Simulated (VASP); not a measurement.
Runs of VASP 6.6.1 on BaS. The structure is that of space group Fm-3m (No. 225), or close to it. The cells are those of the table. 

```tsv
level	cell	cutoff (eV)	gap on the mesh (eV)	pressure (GPa)
PBE	a = 4.546 Å, angles 60.0°, 2 atoms	500	2.14	0.5
PBE	a = 4.636 Å, angles 60.0°, 2 atoms	500	2.22	(a)
r2SCAN	a = 4.631 Å, angles 60.0°, 2 atoms	550	2.57	(c)
PBE	a = 4.591 Å, angles 60.0°, 2 atoms	500	2.18	-0.7
r2SCAN	a = 4.496 Å, angles 60.0°, 2 atoms	550	(b)	2.1
```

Alike in all rows: task single point; potentials or basis VASP PAW PBE potentials, release 64 (Ba_sv, S); no spin polarisation; k mesh 6 × 6 × 6; smearing gaussian 0.01 eV.

Fill in the values left out.

(a) -1.7; (b) 2.44; (c) -1.8.

Caveats: spin-orbit coupling is left out, which moves the levels of the heavy elements; the PAW data sets were made with another functional, which shifts forces and pressure a little (at least some runs).

A k mesh can miss the band edges, and the runs leave out spin-orbit coupling on Ba.
